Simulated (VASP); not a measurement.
Runs of VASP 6.6.1 on Ca. The structure is that of space group I4/mmm (No. 139), or close to it. The cells are those of the table. 

```csv
cell,gap on the mesh (eV),pressure (GPa)
"a = 3.882 Å, angles 110.8, 110.8, 106.8°, 1 atom",none,-1.0
"a = 3.888 Å, angles 112.1, 112.1, 104.2°, 1 atom",none,-1.0
"a = 3.930 Å, angles 103.5, 103.5, 122.2°, 1 atom",none,-0.8
"a = 3.976 Å, angles 101.5, 101.5, 126.9°, 1 atom",none,-0.4
"a = 4.025 Å, angles 100.0, 100.0, 130.6°, 1 atom",none,(a)
```

Alike in all rows: task single point; level PBE; potentials or basis VASP PAW PBE potentials, release 64 (Ca_sv); no spin polarisation; k mesh 16 × 16 × 16; cutoff (eV) 520; smearing gaussian 0.15 eV.

Q: Estimate the missing entries.

A: (a) 0.2.

A gap of «none» marks levels without a gap at the run's occupations.
